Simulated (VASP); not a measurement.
# Be3CdS2 (P6/mmm) in VASP: notebook

Be3CdS2 is run at these levels: PBE; tasks: single point, relaxation of cell and atoms.

All numbers are computed with VASP 6.6.1; they aren't measurements. Logs are shortened: lines on timing, memory, paths and dates and some standing lists are left out, and cuts for length are marked.

## (1) The cell of the first run

It takes space group P6/mmm (No. 191, hexagonal). Conventional cell: a = 5.733 Å, b = 5.733 Å, c = 2.975 Å, α = 90.00°, β = 90.00°, γ = 120.00°. Within 3.0 Å of Be (site symmetry mmm) lie 4 S at 2.23 Å and 6 Be at 2.87 to 2.97 Å. Cd (site symmetry 6/mmm) has 2 Cd at 2.97 Å and 12 Be at 3.23 Å and 6 S at 3.31 Å within 3.9 Å. Within 3.0 Å of S (site symmetry -6m2) lie 6 Be at 2.23 Å and 2 S at 2.97 Å.

The cell was built from a structure type or drawn by symmetry, and may not be a known phase.

## (2) Single point, PBE

Input file INCAR:

```
PREC = Accurate
ENCUT = 600
EDIFF = 1E-6
ISMEAR = 0
SIGMA = 0.1
LREAL = F
LASPH = T
NELM = 120
ALGO = Normal
ISIF = 2
LWAVE = F
LCHARG = F
GGA = PE
NBANDS = 24
GGA_COMPAT = F
```

Input file KPOINTS:

```
Automatic mesh
0
Gamma
  6 6 6
```

Input file POSCAR:

```
Be3CdS2
1.0
    5.7334194000      0.0000000000      0.0000000000
   -2.8667097000      4.9652868500      0.0000000000
    0.0000000000      0.0000000000      2.9747034500
Be Cd S
3 1 2
Direct
    0.5000000000      0.0000000000      0.5000000000
    0.5000000000      0.5000000000      0.5000000000
    0.0000000000      0.5000000000      0.5000000000
    0.0000000000      0.0000000000      0.0000000000
    0.3333333300      0.6666666700      0.0000000000
    0.6666666700      0.3333333300      0.0000000000
```

Potentials or basis: VASP PAW PBE potentials, release 64 (Be, Cd, S).

Started as:

```bash
cat potpaw_PBE.64/Be/POTCAR potpaw_PBE.64/Cd/POTCAR potpaw_PBE.64/S/POTCAR > POTCAR
mpirun -np 1 vasp_std > vasp.out
```

OUTCAR:

```text
PREC = Accurate
   ENCUT = 600
   EDIFF = 1E-6
   ISMEAR = 0
   LREAL = F
   LASPH = T
   NELM = 120
   ISIF = 2
   GGA = PE

 ion  position               nearest neighbor table
   1  0.500  0.000  0.500-   5 2.23   6 2.23   5 2.23   6 2.23
   2  0.500  0.500  0.500-   5 2.23   6 2.23   5 2.23   6 2.23
   3  0.000  0.500  0.500-   5 2.23   6 2.23   5 2.23   6 2.23
   4  0.000  0.000  0.000-
   5  0.333  0.667  0.000-   1 2.23   1 2.23   3 2.23   3 2.23   2 2.23   2 2.23
   6  0.667  0.333  0.000-   1 2.23   1 2.23   3 2.23   3 2.23   2 2.23   2 2.23

  LATTYP: Found a hexagonal cell.
 ALAT       =     5.7334194000
 C/A-ratio  =     0.5188358364

  Lattice vectors:

 A1 = (   5.7334194000,   0.0000000000,   0.0000000000)
 A2 = (  -2.8667097000,   4.9652868500,   0.0000000000)
 A3 = (   0.0000000000,   0.0000000000,   2.9747034500)

Analysis of symmetry for initial positions (statically):
=====================================================================
 Subroutine PRICEL returns:
 Original cell was already a primitive cell.

 Routine SETGRP: Setting up the symmetry group for a
 hexagonal supercell.

 Subroutine GETGRP returns: Found 24 space group operations
 (whereof 24 operations were pure point group operations)
 out of a pool of 24 trial point group operations.

The static configuration has the point symmetry D_6h.

Analysis of symmetry for dynamics (positions and initial velocities):
=====================================================================
 Subroutine PRICEL returns:
 Original cell was already a primitive cell.

 Routine SETGRP: Setting up the symmetry group for a
 hexagonal supercell.

 Subroutine GETGRP returns: Found 24 space group operations
 (whereof 24 operations were pure point group operations)
 out of a pool of 24 trial point group operations.

The dynamic configuration has the point symmetry D_6h.

 Subroutine INISYM returns: Found 24 space group operations
 (whereof 24 operations are pure point group operations),
 and found     1 'primitive' translations

----------------------------------------------------------------------------------------

                                     Primitive cell

  volume of cell :      84.6841

  direct lattice vectors                    reciprocal lattice vectors
     5.733419400  0.000000000  0.000000000     0.174415986  0.100699117  0.000000000
    -2.866709700  4.965286850  0.000000000     0.000000000  0.201398233  0.000000000
     0.000000000  0.000000000  2.974703450     0.000000000  0.000000000  0.336167963

  length of vectors
     5.733419400  5.733419399  2.974703450     0.201398233  0.201398233  0.336167963

  position of ions in fractional coordinates (direct lattice)
     0.500000000  0.000000000  0.500000000
     0.500000000  0.500000000  0.500000000
     1.000000000  0.500000000  0.500000000
     0.000000000  0.000000000  0.000000000
     0.333333330  0.666666670  0.000000000
     0.666666670  0.333333330  0.000000000

  ion indices of the primitive-cell ions
   primitive index   ion index
                 1           1
                 2           2
                 3           3
                 4           4
                 5           5
                 6           6

----------------------------------------------------------------------------------------

 KPOINTS: Automatic mesh

Automatic generation of k-mesh.
 Grid dimensions read from file:
 generate k-points for:    6    6    6

 Generating k-lattice:

  Cartesian coordinates                     Fractional coordinates (reciprocal lattice)
     0.029069331  0.016783186  0.000000000     0.166666667 -0.000000000  0.000000000
     0.000000000  0.033566372  0.000000000     0.000000000  0.166666667  0.000000000
     0.000000000  0.000000000  0.056027994     0.000000000  0.000000000  0.166666667

  Length of vectors
     0.033566372  0.033566372  0.056027994

  Shift w.r.t. Gamma in fractional coordinates (k-lattice)
     0.000000000  0.000000000  0.000000000

 Subroutine IBZKPT returns following result:
 ===========================================

 Found     28 irreducible k-points:

 Following reciprocal coordinates:
            Coordinates               Weight
  0.000000  0.000000  0.000000      1.000000
  0.166667  0.000000  0.000000      6.000000
  0.333333 -0.000000  0.000000      6.000000
  0.500000  0.000000  0.000000      3.000000
  0.166667  0.166667  0.000000      6.000000
  0.333333  0.166667  0.000000     12.000000
[... 16 lines left out ...]
  0.166667  0.000000  0.500000      6.000000
  0.333333 -0.000000  0.500000      6.000000
 [... further k-points ...]
   k-points           NKPTS =     28   k-points in BZ     NKDIM =     28   number of bands    NBANDS=     24
   number of dos      NEDOS =    301   number of ions     NIONS =      6
   total plane-waves  NPLWV =  55296
   dimension x,y,z NGX =    48 NGY =   48 NGZ =   24
   dimension x,y,z NGXF=    96 NGYF=   96 NGZF=   48
[... 68 lines left out ...]

 k-point     1 :       0.0000    0.0000    0.0000
  band No.  band energies     occupation
      1     -10.1855      2.00000
      2      -8.9668      2.00000
      3      -3.3134      2.00000
      4      -3.0951      2.00000
      5      -3.0951      2.00000
      6      -2.3979      2.00000
[... 16 lines left out ...]
     23      12.3140      0.00000
     24      12.3140      0.00000

 k-point     2 :       0.1667    0.0000    0.0000
  band No.  band energies     occupation
      1     -10.1210      2.00000
      2      -9.0555      2.00000
      3      -3.3139      2.00000
      4      -3.0519      2.00000
      5      -2.9881      2.00000
      6      -2.3991      2.00000
[... 16 lines left out ...]
     23      12.4478      0.00000
     24      12.6316      0.00000

 k-point     3 :       0.3333   -0.0000    0.0000
  band No.  band energies     occupation
      1      -9.9510      2.00000
      2      -9.2704      2.00000
      3      -3.3155      2.00000
      4      -2.9402      2.00000
      5      -2.8090      2.00000
      6      -2.4016      2.00000
[... 16 lines left out ...]
     23      12.0871      0.00000
     24      13.0459      0.00000

 k-point     4 :       0.5000    0.0000    0.0000
  band No.  band energies     occupation
      1      -9.8076      2.00000
      2      -9.4344      2.00000
      3      -3.3168      2.00000
      4      -2.8604      2.00000
      5      -2.7562      2.00000
      6      -2.4028      2.00000
[... 16 lines left out ...]
     23      12.1939      0.00000
     24      13.1791      0.00000

 k-point     5 :       0.1667    0.1667    0.0000
  band No.  band energies     occupation
      1     -10.0021      2.00000
      2      -9.2081      2.00000
      3      -3.3153      2.00000
      4      -2.9810      2.00000
      5      -2.8491      2.00000
      6      -2.4007      2.00000
[... 16 lines left out ...]
     23      11.6761      0.00000
     24      13.1471      0.00000

 k-point     6 :       0.3333    0.1667    0.0000
  band No.  band energies     occupation
      1      -9.8127      2.00000
      2      -9.4277      2.00000
      3      -3.3182      2.00000
      4      -2.8743      2.00000
      5      -2.7744      2.00000
      6      -2.4680      2.00000
[... 16 lines left out ...]
     23      12.3631      0.00000
     24      13.5456      0.00000
[... 379 lines left out ...]
 k-point    21 :       0.3333    0.3333    0.3333
  band No.  band energies     occupation
      1      -8.4615      2.00000
      2      -8.4615      2.00000
      3      -2.9145      2.00000
      4      -2.9145      2.00000
      5      -2.7081      2.00000
      6      -2.7081      2.00000
[... 16 lines left out ...]
     23      10.3761      0.00000
     24      10.5225      0.00000

 k-point    22 :       0.0000    0.0000    0.5000
  band No.  band energies     occupation
      1      -8.5422      2.00000
      2      -6.9601      2.00000
      3      -3.0344      2.00000
      4      -3.0177      2.00000
      5      -3.0177      2.00000
      6      -2.8223      2.00000
[... 16 lines left out ...]
     23      11.9247      0.00000
     24      12.7920      0.00000

 k-point    23 :       0.1667    0.0000    0.5000
  band No.  band energies     occupation
      1      -8.4658      2.00000
      2      -7.0893      2.00000
      3      -3.2012      2.00000
      4      -3.0185      2.00000
      5      -2.7974      2.00000
      6      -2.7862      2.00000
[... 16 lines left out ...]
     23      11.7677      0.00000
     24      12.9155      0.00000

 k-point    24 :       0.3333   -0.0000    0.5000
  band No.  band energies     occupation
      1      -8.2615      2.00000
      2      -7.3891      2.00000
      3      -3.2916      2.00000
      4      -3.0203      2.00000
      5      -2.7439      2.00000
      6      -2.6733      2.00000
[... 16 lines left out ...]
     23      11.1343      0.00000
     24      12.4598      0.00000

 [... further k-points ...]
[... 5 lines left out ...]
  --------------------------------------------------------------------------------------
  -------------------------------------------------------------------------------------
  Total        0.2120325      0.2120325      2.6505027      0.0000000     -0.0000000      0.0000000
  in kB        4.0115412      4.0115412     50.1460927      0.0000000     -0.0000000      0.0000000
  external PRESSURE =      19.3897250 kB  Pullay stress =       0.0000000 kB

 VOLUME and BASIS-vectors are now :
 -----------------------------------------------------------------------------
  energy-cutoff  :      600.00
  volume of cell :       84.68
      direct lattice vectors                 reciprocal lattice vectors
     5.733419400  0.000000000  0.000000000     0.174415986  0.100699117  0.000000000
    -2.866709700  4.965286850  0.000000000     0.000000000  0.201398233  0.000000000
     0.000000000  0.000000000  2.974703450     0.000000000  0.000000000  0.336167963

 POSITION                                       TOTAL-FORCE (eV/Angst)
 -----------------------------------------------------------------------------------
      2.86671      0.00000      1.48735         0.000000      0.000000      0.000000
      1.43335      2.48264      1.48735         0.000000      0.000000      0.000000
     -1.43335      2.48264      1.48735         0.000000      0.000000      0.000000
      0.00000      0.00000      0.00000         0.000000      0.000000      0.000000
     -0.00000      3.31019      0.00000         0.000000     -0.000000      0.000000
      2.86671      1.65510      0.00000        -0.000000      0.000000      0.000000
 -----------------------------------------------------------------------------------
    total drift:                               -0.000000      0.000000     -0.000000

  FREE ENERGIE OF THE ION-ELECTRON SYSTEM (eV)
  ---------------------------------------------------
  free  energy   TOTEN  =       -19.2086771329 eV

  energy  without entropy=      -19.1902145430  energy(sigma->0) =      -19.19944584
```

It took 46 s on 1 thread of Intel Xeon Platinum 8259CL at 2.50GHz (Skylake/Cascade Lake), shared host; peak memory 0.26 GiB.

What came out:

| Quantity | Value |
| --- | --- |
| Free energy | -19.2087 eV |
| Pressure | 1.9 GPa |
| Band gap on the k mesh | zero (bands 15 and 16 overlap by 1.75 eV) |

Levels at points of the mesh, in eV from the Fermi level:
```csv
k point,band 12,band 13,band 14,band 15,band 16,band 17,band 18,band 19
"(0.00, 0.00, 0.00)",-4.86,-3.24,-1.57,0.15,0.15,3.35,3.72,4.63
"(0.50, 0.00, 0.00)",-3.45,-2.77,-2.26,-0.56,0.36,1.79,3.30,3.60
"(0.00, 0.00, 0.50)",-3.52,-3.52,-0.58,-0.58,-0.41,-0.41,-0.34,-0.20
"(0.50, 0.00, 0.50)",-4.10,-2.95,-2.73,-1.42,0.40,0.96,1.36,2.42
```

## (3) Single point, PBE

This run uses another cell than the first one, of 14.38 Å³/atom.

Input file INCAR:

```
SYSTEM = Be3CdS2
PREC = Accurate
ENCUT = 600
EDIFF = 1E-6
ISMEAR = 0
SIGMA = 0.1
LREAL = .FALSE.
LASPH = .TRUE.
NELM = 120
ALGO = Normal
ISIF = 2
LWAVE = .FALSE.
LCHARG = .FALSE.
GGA = PE
NBANDS = 24
GGA_COMPAT = .FALSE.
```

Input file KPOINTS:

```
regular mesh
0
G
  12 12 12
  0 0 0
```

Input file POSCAR:

```
Be3CdS2
1.0
    5.7067768892      0.0000000000      0.0000000000
   -2.8533884446      4.9422137598      0.0000000000
    0.0000000000      0.0000000000      3.0599860276
Be Cd S
3 1 2
Direct
    0.5000000000      0.0000000000      0.5000000000
    0.5000000000      0.5000000000      0.5000000000
    0.0000000000      0.5000000000      0.5000000000
    0.0000000000      0.0000000000      0.0000000000
    0.3333333333      0.6666666667      0.0000000000
    0.6666666667      0.3333333333      0.0000000000
```

Potentials or basis: VASP PAW PBE potentials, release 64 (Be, Cd, S).

Started as:

```bash
cat potpaw_PBE.64/Be/POTCAR potpaw_PBE.64/Cd/POTCAR potpaw_PBE.64/S/POTCAR > POTCAR
mpirun -np 1 vasp_std > vasp.out
```

Run time: 4 min. Hardware: 1 thread of Intel Xeon Platinum 8259CL at 2.50GHz (Skylake/Cascade Lake), shared host; peak memory 0.45 GiB.

Results (log left out):

```yaml
Free_energy: -19.2913 eV
Pressure: 0.1 GPa
Band_gap_on_the_k_mesh: zero (bands 15 and 16 overlap by 2.08 eV)
```

Levels at points of the mesh, in eV from the Fermi level:
```csv
k point,band 11,band 12,band 13,band 14,band 15,band 16,band 17,band 18,band 19,band 20
"(0.00, 0.00, 0.00)",-6.02,-4.71,-3.70,-1.97,0.35,0.35,2.70,3.10,4.18,4.18
"(0.50, 0.00, 0.00)",-4.56,-3.25,-3.21,-2.69,-0.40,0.37,1.87,3.09,3.47,3.50
"(0.00, 0.00, 0.50)",-6.33,-3.56,-3.56,-0.67,-0.67,-0.46,-0.46,-0.40,-0.29,4.33
"(0.50, 0.00, 0.50)",-5.82,-4.09,-3.00,-2.72,-1.52,0.26,0.97,1.40,2.48,3.20
```

## (4) Relaxation of cell and atoms, PBE

Input file INCAR:

```
SYSTEM = Be3CdS2
  PREC = Accurate
  ENCUT = 600
  EDIFF = 1E-7
  ISMEAR = 0
  SIGMA = 0.1
  LREAL = .FALSE.
  LASPH = .TRUE.
  NELM = 120
  ALGO = Normal
  ISIF = 3
  LWAVE = .FALSE.
  LCHARG = .FALSE.
  GGA = PE
  IBRION = 2
  NSW = 100
  EDIFFG = -0.01
  GGA_COMPAT = .FALSE.
  NELMIN = 4
```

KPOINTS is that of step 3.

Input file POSCAR:

```
Be3CdS2
1.0
    5.7334194000      0.0000000000      0.0000000000
   -2.8667097000      4.9652868500      0.0000000000
    0.0000000000      0.0000000000      2.9747034500
Be Cd S
3 1 2
Direct
    0.5000000000      0.0000000000      0.5000000000
    0.5000000000      0.5000000000      0.5000000000
    0.0000000000      0.5000000000      0.5000000000
    0.0000000000      0.0000000000      0.0000000000
    0.3333333300      0.6666666700      0.0000000000
    0.6666666700      0.3333333300      0.0000000000
```

Started as:

```bash
cat potpaw_PBE.64/Be/POTCAR potpaw_PBE.64/Cd/POTCAR potpaw_PBE.64/S/POTCAR > POTCAR
mpirun -np 1 vasp_std > vasp.out
```

Wall time 13 min (1 thread of Intel Xeon Platinum 8259CL at 2.50GHz (Skylake/Cascade Lake), shared host); peak memory 0.43 GiB.

The run converged. Its results:

* Free energy: -19.2909 eV
* Relaxed volume: 14.39 Å³/atom
* Relaxed cell: a = 5.708 Å, b = 5.708 Å, c = 3.060 Å, α = 90.00°, β = 90.00°, γ = 120.00°
* Space group after relaxing (to 0.1 Å): P6/mmm (No. 191)
* Energy gained by relaxing: 6.4 meV/atom
* Ionic steps: 7
* Pressure after relaxing: 0.0 GPa

Step by step:
```csv
step,energy change (eV),largest force (eV/Å),pressure (GPa),volume (Å³)
1,0.0000,0.0000,2.03,84.68
2,-0.0334,0.0000,-0.23,86.89
3,-0.0342,0.0000,-0.62,87.32
4,-0.0376,0.0000,-0.30,86.80
5,-0.0381,0.0000,-0.13,86.53
6,-0.0381,0.0000,-0.12,86.52
7,-0.0382,0.0000,0.01,86.37
```

Final structure:
```
CELL_PARAMETERS angstrom
5.70834 0.00000 0.00000
-2.85417 4.94357 0.00000
0.00000 0.00000 3.06049
ATOMIC_POSITIONS crystal
Be 0.50000 0.00000 0.50000
Be 0.50000 0.50000 0.50000
Be 0.00000 0.50000 0.50000
Cd 0.00000 0.00000 0.00000
S 0.33333 0.66667 0.00000
S 0.66667 0.33333 0.00000
```

Levels at points of the mesh, in eV from the Fermi level:
| k point | band 11 | band 12 | band 13 | band 14 | band 15 | band 16 | band 17 | band 18 | band 19 |
| --- | --- | --- | --- | --- | --- | --- | --- | --- | --- |
| (0.00, 0.00, 0.00) | -6.01 | -4.70 | -3.70 | -1.97 | 0.35 | 0.35 | 2.70 | 3.10 | 4.18 |
| (0.50, 0.00, 0.00) | -4.56 | -3.25 | -3.21 | -2.69 | -0.40 | 0.36 | 1.87 | 3.09 | 3.46 |
| (0.00, 0.00, 0.50) | -6.33 | -3.56 | -3.56 | -0.67 | -0.67 | -0.46 | -0.46 | -0.40 | -0.29 |
| (0.50, 0.00, 0.50) | -5.81 | -4.09 | -3.00 | -2.72 | -1.52 | 0.26 | 0.97 | 1.40 | 2.47 |

Caveat: the highest band is partly filled, so the run has too few bands.

## (5) Summary

| task | cell | k mesh | gap on the mesh (eV) | pressure (GPa) |
| --- | --- | --- | --- | --- |
| single point | a = 5.733, b = 5.733, c = 2.975 Å, angles 90.0, 90.0, 120.0°, 6 atoms | 6 × 6 × 6 | none | 1.9 |
| single point | a = 5.707, b = 5.707, c = 3.060 Å, angles 90.0, 90.0, 120.0°, 6 atoms | 12 × 12 × 12 | none | 0.1 |
| relaxation of cell and atoms | relaxed from a = 5.733, b = 5.733, c = 2.975 Å, angles 90.0, 90.0, 120.0°, 6 atoms | 12 × 12 × 12 | - | 0.0 |

Alike in all rows: level PBE; potentials or basis VASP PAW PBE potentials, release 64 (Be, Cd, S); no spin polarisation; cutoff (eV) 600; smearing gaussian 0.1 eV.

Caveats: the highest band is partly filled, so the run has too few bands (at least some runs).

Absolute energies hang on the potentials; compare differences alone.
